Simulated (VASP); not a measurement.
Crystal: AlNi.

```
CELL_PARAMETERS angstrom
-2.02133 2.02135 0.00000
-2.02133 -2.02135 -2.86941
-2.02133 -2.02135 2.86941
ATOMIC_POSITIONS crystal
Al 0.00172 0.99409 0.94448
Al 0.99828 0.50591 0.55552
Ni 0.44626 0.00224 0.47335
Ni 0.55374 0.49776 0.02665
```

| Quantity | Value |
| --- | --- |
| Program | VASP 6.6.1 |
| Task | relaxation of cell and atoms |
| Functional | PBEsol |
| Potentials or basis | VASP PAW PBE potentials, release 64 (Al, Ni) |
| Cutoff | 600 eV |
| k mesh | 12 × 8 × 8 |
| Occupations | gaussian, width 0.15 eV |
| Spin | no spin polarisation |

At the start: pressure 4.8 GPa; volume 11.72 Å³/atom.

Question: Where does the relaxation end?

Answer: Over 21 steps the energy falls by 142.1 meV/atom and the volume is 11.73 Å³/atom (+0.1 %); space group P2_1/m (No. 11, to 0.1 Å) before, Pm-3m (No. 221, to 0.1 Å).

Step by step:
```csv
step,energy change (eV),largest force (eV/Å),pressure (GPa),volume (Å³)
1,0.0000,2.0724,4.85,46.90
2,-0.3486,0.6624,-6.52,49.32
3,-0.3493,0.6582,-6.77,49.43
4,-0.4680,0.6608,2.56,46.51
5,-0.4683,0.6568,2.10,46.64
6,-0.5133,0.3682,0.73,46.86
7,-0.5205,0.2860,0.21,46.99
8,-0.5380,0.1902,-0.47,47.16
9,-0.5442,0.2579,-1.24,47.35
10,-0.5556,0.2183,0.65,46.84
11,-0.5577,0.1991,1.26,46.62
12,-0.5667,0.0598,-0.31,47.02
13,-0.5669,0.0583,-0.53,47.08
14,-0.5677,0.0445,0.22,46.88
15,-0.5677,0.0452,0.19,46.88
16,-0.5682,0.0214,0.07,46.92
17,-0.5682,0.0180,-0.01,46.94
18,-0.5682,0.0179,-0.05,46.93
19,-0.5683,0.0102,0.07,46.91
20,-0.5683,0.0098,0.11,46.89
21,-0.5683,0.0068,-0.04,46.94
```

Final structure:
```
Al Ni
1.0
    -2.01728    2.01779   -0.00036
    -2.02811   -2.02805   -2.86799
    -2.02946   -2.02657    2.86778
Al Ni
2 2
Direct
  0.99985 0.00008 0.00001
  0.00015 0.49992 0.49999
  0.49999 0.99997 0.50021
  0.50001 0.50003 0.99979
```

Caveat: the PAW data sets were made with another functional, which shifts forces and pressure a little.
